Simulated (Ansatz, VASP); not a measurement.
**Si, level by level in two programs**

```
CELL_PARAMETERS angstrom
-3.39067 3.39067 1.96009
3.39067 -3.39067 1.96009
3.39067 3.39067 -1.96009
ATOMIC_POSITIONS crystal
Si 0.82120 0.17880 0.00000
Si 0.17880 0.82120 0.00000
Si 0.82120 0.82120 0.64240
Si 0.17880 0.17880 0.35760
```

Single points on this cell with VASP 6.6.1 and Ansatz 0.2.0. Each row is one pair of runs. Alike in all rows: spin: off; k mesh: 8 × 8 × 8; smearing: fermi-dirac, width 0.05 eV.

```csv
level,"VASP's potentials, cutoff","Ansatz's potentials, cutoff","gap on the k mesh at the Fermi level (eV), VASP","gap on the k mesh at the Fermi level (eV), Ansatz","least direct gap on the mesh (eV), VASP","least direct gap on the mesh (eV), Ansatz","pressure (GPa), VASP","pressure (GPa), Ansatz"
LDA,"VASP PAW LDA potentials, release 64 (Si), 520 eV","Ansatz PAW, 420 eV",0.15,0.14,0.33,0.33,-6.0,-6.0
PBEsol,"VASP PAW PBE potentials, release 64 (Si), 520 eV","Ansatz PAW, 420 eV",0.16,0.16,0.34,0.34,-4.6,-4.7
r2SCAN,"VASP PAW PBE potentials, release 64 (Si), 520 eV","Ansatz PAW, 500 eV",0.48,0.46,0.64,0.63,-4.7,-4.5
```

Gap on the k mesh at the fermi level (eV): the two programs differ by at most 0.012; least direct gap on the mesh (eV): the two programs differ by at most 0.01; pressure (GPa): the two programs differ by at most 0.19.
